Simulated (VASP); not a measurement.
# C (Fd-3m) in VASP: settings compared, part 2 of 3

VASP 6.6.1.

### 3 Relaxation of cell and atoms, LDA

File INCAR:

```
SYSTEM = C
PREC = Accurate ; ENCUT = 600
EDIFF = 1E-6 ; ISMEAR = -1
SIGMA = 0.02 ; LREAL = .False.
LASPH = .True. ; NELM = 100
ALGO = Normal ; ISIF = 3
LWAVE = .False. ; LCHARG = .False.
IBRION = 2 ; NSW = 80
EDIFFG = -0.005
```

File KPOINTS:

```
Automatic mesh
0
Gamma
  12 12 12
  0 0 0
```

File POSCAR:

```
C
1.0
    0.0000000000      1.7857368639      1.7857368639
    1.7857368639      0.0000000000      1.7857368639
    1.7857368639      1.7857368639      0.0000000000
C
2
Direct
    0.0000000000      0.0000000000      0.0000000000
    0.2500000000      0.2500000000      0.2500000000
```

Potentials or basis: VASP PAW LDA potentials, release 64 (C).

Command:

```bash
> cat potpaw_LDA.64/C/POTCAR > POTCAR
> mpirun -np 1 vasp_std > vasp.out
```

OUTCAR:

```text
SYSTEM = C
   PREC = Accurate
   ENCUT = 600
   EDIFF = 1E-6
   ISMEAR = -1
   LREAL = .False.
   LASPH = .True.
   NELM = 100
   ISIF = 3
   IBRION = 2
   NSW = 80
   EDIFFG = -0.005

 ion  position               nearest neighbor table
   1  0.000  0.000  0.000-   2 1.55   2 1.55   2 1.55   2 1.55
   2  0.250  0.250  0.250-   1 1.55   1 1.55   1 1.55   1 1.55

  LATTYP: Found a face centered cubic cell.
 ALAT       =     3.5714737278

  Lattice vectors:

 A1 = (   0.0000000000,   1.7857368639,   1.7857368639)
 A2 = (   1.7857368639,   0.0000000000,   1.7857368639)
 A3 = (   1.7857368639,   1.7857368639,   0.0000000000)

Analysis of symmetry for initial positions (statically):
=====================================================================
 Subroutine PRICEL returns:
 Original cell was already a primitive cell.

 Routine SETGRP: Setting up the symmetry group for a
 face centered cubic supercell.

 Subroutine GETGRP returns: Found 48 space group operations
 (whereof 24 operations were pure point group operations)
 out of a pool of 48 trial point group operations.

The static configuration has the point symmetry T_d .
 The point group associated with its full space group is O_h .

Analysis of symmetry for dynamics (positions and initial velocities):
=====================================================================
 Subroutine PRICEL returns:
 Original cell was already a primitive cell.

 Routine SETGRP: Setting up the symmetry group for a
 face centered cubic supercell.

 Subroutine GETGRP returns: Found 48 space group operations
 (whereof 24 operations were pure point group operations)
 out of a pool of 48 trial point group operations.

The dynamic configuration has the point symmetry T_d .
 The point group associated with its full space group is O_h .

 Subroutine INISYM returns: Found 48 space group operations
 (whereof 24 operations are pure point group operations),
 and found     1 'primitive' translations

----------------------------------------------------------------------------------------

                                     Primitive cell

  volume of cell :      11.3889

  direct lattice vectors                    reciprocal lattice vectors
     0.000000000  1.785736864  1.785736864    -0.279996460  0.279996460  0.279996460
     1.785736864  0.000000000  1.785736864     0.279996460 -0.279996460  0.279996460
     1.785736864  1.785736864  0.000000000     0.279996460  0.279996460 -0.279996460

  length of vectors
     2.525413292  2.525413292  2.525413292     0.484968094  0.484968094  0.484968094

  position of ions in fractional coordinates (direct lattice)
     0.000000000  0.000000000  0.000000000
     0.250000000  0.250000000  0.250000000

  ion indices of the primitive-cell ions
   primitive index   ion index
                 1           1
                 2           2

----------------------------------------------------------------------------------------

 KPOINTS: Automatic mesh

Automatic generation of k-mesh.
 Grid dimensions read from file:
 generate k-points for:   12   12   12

 Generating k-lattice:

[... 45 lines left out ...]
   total plane-waves  NPLWV =   8000
   dimension x,y,z NGX =    20 NGY =   20 NGZ =   20
   dimension x,y,z NGXF=    40 NGYF=   40 NGZF=   40
   ions per type =               2
   NGX,Y,Z   is equivalent  to a cutoff of  13.17, 13.17, 13.17 a.u.
   NGXF,Y,Z  is equivalent  to a cutoff of  26.33, 26.33, 26.33 a.u.
 SYSTEM =  C
   PREC   = accura    normal or accurate (medium, high low for compatibility)
   ISTART =      0    job   : 0-new  1-cont  2-samecut
   ICHARG =      2    charge: 1-file 2-atom 10-const
   ISPIN  =      1    spin polarized calculation?
   LNONCOLLINEAR =      F non collinear calculations
   LSORBIT =      F    spin-orbit coupling
   LASPH  =      T    aspherical Exc in radial PAW
   ENCUT  =  600.0 eV  44.10 Ry    6.64 a.u.   5.04  5.04  5.04*2*pi/ulx,y,z
   NELM   =    100;   NELMIN=  2; NELMDL= -5     # of ELM steps
   EDIFF  = 0.1E-05   stopping-criterion for ELM
   LREAL  =      F    real-space projection
   EDIFFG = -.5E-02   stopping-criterion for IOM
   NSW    =     80    number of steps for IOM
   IBRION =      2    ionic relax: 0-MD 1-quasi-New 2-CG
   NFREE  =      1    steps in history (QN), initial steepest desc. (CG)
   ISIF   =      3    stress and relaxation
   ISYM   =      2    0-nonsym 1-usesym 2-fastsym
   POTIM  = 0.5000    time-step for ionic-motion
   TEBEG  =    0.0;   TEEND  =   0.0 temperature during run
   PSTRESS=    0.0 pullay stress
   NELECT =       8.0000    total number of electrons
   NUPDOWN=      -1.0000    fix difference up-down
   EMIN   =  10.00;   EMAX   =-10.00  energy-range for DOS
   EFERMI =   0.00;   METHOD = LEGACY
   ISMEAR =    -1;   SIGMA  =   0.02  broadening in eV -4-tet -1-fermi 0-gaus
   EFERMI_NEDOS =   21; number of points for ismear=-14 and -15
   IALGO  =     38    algorithm
   IMIX   =      4    mixing-type and parameters
     AMIX     =   0.40;   BMIX     =  1.00
     AMIX_MAG =   1.60;   BMIX_MAG =  1.00
  volume/ion in A,a.u.               =       5.69        38.43
  Fermi-wavevector in a.u.,A,eV,Ry     =   1.455272  2.750064 28.814625  2.117815
  Thomas-Fermi vector in A             =   2.572325
   LORBIT       =      0    0 simple, 1 ext, 2 COOP (PROOUT), +10 PAW based schemes
   GGA     = CA    functional components
   LHFCALC =     F    Hartree Fock is set to
   AEXX    =    0.0000 exact exchange contribution
   IVDW    =     0    specifies the selected vdW correction
   LEPSILON=     F    determine dielectric tensor
   LRPA    =     F    only Hartree local field effects (RPA)
 conjugate gradient relaxation of ions
 non-spin polarized calculation
  energy-cutoff  :      600.00
  volume of cell :       11.39
 maximum number of plane-waves:       392
   NGX =  9   NGY =  9   NGZ =  9

--------------------------------------- Ionic step        1  -------------------------------------------

 number of electron       7.9999999 magnetization

 Free energy of the ion-electron system (eV)
  ---------------------------------------------------
  ext. energy  EPLUGINS =         0.00000000
  ---------------------------------------------------
  free energy    TOTEN  =       -20.23799722 eV

  energy without entropy =      -20.23799722  energy(sigma->0) =      -20.23799722

------------------------ aborting loop because EDIFF is reached ----------------------------------------

  FORCE on cell =-STRESS in cart. coord.  units (eV):
  Direction    XX          YY          ZZ          XY          YZ          ZX
  --------------------------------------------------------------------------------------
  -------------------------------------------------------------------------------------
  Total       -0.9977099     -0.9977099     -0.9977099      0.0000000      0.0000000     -0.0000000
  in kB     -140.3564863   -140.3564863   -140.3564863      0.0000000      0.0000000     -0.0000000
  external PRESSURE =    -140.3564863 kB  Pullay stress =       0.0000000 kB
[... 59 lines left out ...]
--------------------------------------- Ionic step        3  -------------------------------------------

 number of electron       7.9999998 magnetization

 Free energy of the ion-electron system (eV)
  ---------------------------------------------------
  ext. energy  EPLUGINS =         0.00000000
  ---------------------------------------------------
  free energy    TOTEN  =       -20.25408475 eV

  energy without entropy =      -20.25408475  energy(sigma->0) =      -20.25408475

 E-fermi :  10.5089     XC(G=0): -13.6339

 val. band max:       10.1308100037   @ k =   0.0000   0.0000   0.0000
 cond. band min:      14.3234437821   @ k =   0.3333   0.3333   0.0000
 fundamental gap:      4.1926337785
 Fermi energy:        10.5088942356

 k-point     1 :       0.0000    0.0000    0.0000
  band No.  band energies     occupation
      1     -11.5591      2.00000
      2      10.1308      2.00000
      3      10.1308      2.00000
      4      10.1308      2.00000
      5      15.7517      0.00000
      6      15.7517      0.00000
      7      15.7517      0.00000
      8      24.3240      0.00000
[... 243 lines left out ...]
 k-point    24 :      -0.4167    0.1667    0.0000
  band No.  band energies     occupation
      1      -5.1757      2.00000
      2      -2.6344      2.00000
      3       4.5836      2.00000
      4       6.4567      2.00000
      5      17.7196      0.00000
      6      20.4561      0.00000
      7      21.7518      0.00000
      8      25.7053      0.00000

 [... further k-points ...]

------------------------ aborting loop because EDIFF is reached ----------------------------------------

  FORCE on cell =-STRESS in cart. coord.  units (eV):
  Direction    XX          YY          ZZ          XY          YZ          ZX
  --------------------------------------------------------------------------------------
  -------------------------------------------------------------------------------------
  Total       -0.0097719     -0.0097719     -0.0097719      0.0000000      0.0000000      0.0000000
  in kB       -1.4189117     -1.4189117     -1.4189117      0.0000000      0.0000000      0.0000000
  external PRESSURE =      -1.4189117 kB  Pullay stress =       0.0000000 kB
[... 17 lines left out ...]
  FREE ENERGIE OF THE ION-ELECTRON SYSTEM (eV)
  ---------------------------------------------------
  free  energy   TOTEN  =       -20.2540847473 eV

  energy  without entropy=      -20.2540847473  energy(sigma->0) =      -20.25408475

 reached required accuracy - stopping structural energy minimisation
```

CONTCAR:

```text
C
   1.00000000000000
     0.0000000000000000    1.7669929531535222    1.7669929531535222
     1.7669929531535222   -0.0000000000000000    1.7669929531535222
     1.7669929531535222    1.7669929531535222   -0.0000000000000000
  C
     2
Direct
     0.0000000000000000    0.0000000000000000    0.0000000000000000
     0.2500000000000000    0.2500000000000000    0.2500000000000000

  0.00000000E+00  0.00000000E+00  0.00000000E+00
  0.00000000E+00  0.00000000E+00  0.00000000E+00
```

Run time: 4.9 s. Hardware: 1 thread of Intel Xeon 6975P-C (Granite Rapids), shared host; peak memory 0.11 GiB.

What came out:

```yaml
Free_energy: -20.2541 eV
Relaxed_volume: 5.52 Å³/atom
Relaxed_cell: a = 2.499 Å, b = 2.499 Å, c = 2.499 Å, α = 60.00°, β = 60.00°, γ = 60.00°
Space_group_after_relaxing_to_0.05_Å: Fd-3m (No. 227)
Energy_gained_by_relaxing: 8.0 meV/atom
Ionic_steps: 3
Pressure_after_relaxing: -0.1 GPa
Band_gap_on_the_k_mesh: 4.19 eV, indirect (least direct gap 5.62 eV)
```

Step by step:
| step | energy change (eV) | largest force (eV/Å) | pressure (GPa) | volume (Å³) |
| --- | --- | --- | --- | --- |
| 1 | 0.0000 | 0.0000 | -14.04 | 11.39 |
| 2 | 0.0116 | 0.0000 | 20.64 | 10.59 |
| 3 | -0.0161 | 0.0000 | -0.14 | 11.03 |

Final structure:
```
CELL_PARAMETERS angstrom
0.00000 1.76699 1.76699
1.76699 0.00000 1.76699
1.76699 1.76699 0.00000
ATOMIC_POSITIONS crystal
C 0.00000 0.00000 0.00000
C 0.25000 0.25000 0.25000
```

Levels at points of the mesh, in eV from the valence-band top:
| k point | band 1 | band 2 | band 3 | band 4 | band 5 | band 6 | band 7 | band 8 |
| --- | --- | --- | --- | --- | --- | --- | --- | --- |
| (0.00, 0.00, 0.00) | -21.69 | 0.00 | 0.00 | 0.00 | 5.62 | 5.62 | 5.62 | 14.19 |
| (0.50, 0.00, 0.00) | -15.69 | -13.67 | -2.86 | -2.86 | 8.50 | 8.50 | 9.39 | 15.66 |
| (0.50, 0.50, 0.00) | -12.81 | -12.81 | -6.46 | -6.46 | 4.77 | 4.77 | 17.04 | 17.04 |

### 4 Relaxation of cell and atoms, r2SCAN

POSCAR is that of step 3.

File INCAR.step1:

```
ALGO = Normal ; EDIFF = 1E-4
ENCUT = 600 ; GGA = PE
ISMEAR = -1 ; LASPH = True
LCHARG = False ; LREAL = False
LWAVE = True ; NELM = 60
PREC = Accurate ; SIGMA = 0.02
```

File INCAR.step2:

```
ALGO = Normal ; EDIFF = 1E-6
EDIFFG = -0.005 ; ENCUT = 600
IBRION = 2 ; ISIF = 3
ISMEAR = -1 ; ISTART = 1
LASPH = True ; LCHARG = False
LMIXTAU = True ; LREAL = False
LWAVE = False ; METAGGA = R2SCAN
NELM = 60 ; NSW = 80
PREC = Accurate ; SIGMA = 0.02
```

File KPOINTS:

```
k-points
0
Gamma
  12 12 12
```

Potentials or basis: VASP PAW PBE potentials, release 64 (C).

Command:

```bash
> cat potpaw_PBE.64/C/POTCAR > POTCAR
> cp INCAR.step1 INCAR
> mpirun -np 1 vasp_std > vasp.out
> cp INCAR.step2 INCAR
> mpirun -np 1 vasp_std > vasp.out
```

It took 61 s on 1 thread of Intel Xeon Platinum 8259CL at 2.50GHz (Skylake/Cascade Lake), shared host; peak memory 0.12 GiB.

The run converged. Its results:

| Item | Value |
| --- | --- |
| Free energy | -19.6645 eV |
| Relaxed volume | 5.65 Å³/atom |
| Relaxed cell | a = 2.518 Å, b = 2.518 Å, c = 2.518 Å, α = 60.00°, β = 60.00°, γ = 60.00° |
| Space group after relaxing (to 0.05 Å) | Fd-3m (No. 227) |
| Energy gained by relaxing | 0.6 meV/atom |
| Ionic steps | 3 |
| Pressure after relaxing | -0.1 GPa |
| Band gap on the k mesh | 4.35 eV, indirect (least direct gap 5.85 eV) |

Step by step:
```tsv
step	energy change (eV)	largest force (eV/Å)	pressure (GPa)	volume (Å³)
1	0.0000	0.0000	-3.84	11.39
2	0.0008	0.0000	5.10	11.17
3	-0.0012	0.0000	-0.06	11.29
```

Final structure:
```yaml
crystal:
  lattice:
    - [0.00000, 1.78056, 1.78056]
    - [1.78056, 0.00000, 1.78056]
    - [1.78056, 1.78056, 0.00000]
  atoms:
    - { symbol: C, position: [0.00000, 0.00000, 0.00000] }
    - { symbol: C, position: [0.25000, 0.25000, 0.25000] }
```

Levels at points of the mesh, in eV from the valence-band top:
```
           k point  band 1  band 2  band 3  band 4  band 5  band 6  band 7  band 8
(0.00, 0.00, 0.00)  -22.76    0.00    0.00    0.00    5.85    5.85    5.85   13.93
(0.50, 0.00, 0.00)  -16.79  -14.10   -2.99   -2.99    8.90    8.90    9.19   16.74
(0.50, 0.50, 0.00)  -13.62  -13.62   -6.69   -6.69    5.01    5.01   17.95   17.95
```

Caveat: the PAW data sets were made with another functional, which shifts forces and pressure a little.

[end of part 2 of 3]
